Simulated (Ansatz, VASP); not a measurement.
Two plane-wave programs on TiPbO3

Contents of INCAR:

```
PREC     = Accurate       # precision mode
ENCUT    = 600            # plane-wave cutoff, eV
EDIFF    = 1E-6           # SCF threshold, eV
ISMEAR   = 0              # smearing method
SIGMA    = 0.01           # smearing width, eV
LREAL    = False          # projectors in reciprocal space
LASPH    = True           # aspherical terms in the spheres
NELM     = 120            # most SCF steps
ALGO     = Normal         # electronic algorithm
ISIF     = 2              # what is computed and relaxed
LWAVE    = False          # write WAVECAR
LCHARG   = True           # write CHGCAR
GGA      = PE             # functional
LELF     = True           # ELF
LVHAR    = True         
NBANDS   = 30             # bands
GGA_COMPAT= False
```

The input KPOINTS:

```
regular mesh
0
Gamma
  6 6 6
```

File POSCAR:

```
TiPbO3
1.0
    3.9335559553      0.0000000000      0.0000000000
    0.0000000000      3.9335559553      0.0000000000
    0.0000000000      0.0000000000      4.1864648796
Ti Pb O
1 1 3
Direct
    0.5000000000      0.5000000000      0.5382000000
    0.0000000000      0.0000000000      0.0000000000
    0.5000000000      0.5000000000      0.1130000000
    0.5000000000      0.0000000000      0.6150000000
    0.0000000000      0.5000000000      0.6150000000
```

Input for Ansatz:

```yaml
crystal:
  lattice:
    - [3.9335559552514354, 0.0, 0.0]
    - [0.0, 3.9335559552514354, 0.0]
    - [0.0, 0.0, 4.186464879641448]
  atoms:
    - { symbol: Ti, position: [0.5, 0.5, 0.5382] }
    - { symbol: Pb, position: [0.0, 0.0, 0.0] }
    - { symbol: O, position: [0.5, 0.5, 0.113] }
    - { symbol: O, position: [0.5, 0.0, 0.615] }
    - { symbol: O, position: [0.0, 0.5, 0.615] }
basis:
  ecutwfc: 510.0
kpoints:
  mp_grid:
    grid: [6, 6, 6]
hamiltonian:
  xc: pbe
  pseudopotentials:
    kind: paw
scf:
  occupations:
    method: fixed
output:
  stress: true
```

Alike in both runs: task single point; functional PBE; k mesh 6 × 6 × 6; no spin polarisation.

|  | VASP | Ansatz |
| --- | --- | --- |
| version | VASP 6.6.1 | Ansatz 0.2.0 |
| potentials or method | VASP PAW PBE potentials, release 64 (Ti_sv, Pb_d, O), cutoff 600 eV | plane waves, PAW |
| occupations | gaussian, width 0.01 eV | fixed |
| valence electrons in the cell | 44 | 44 |

```tsv
	VASP	Ansatz	Ansatz less VASP
pressure (GPa)	0.9	0.7	-0.17
traceless stress, the component that is largest in VASP (GPa)	1.06	0.94	-0.127
```

Neither program's run includes spin-orbit coupling.
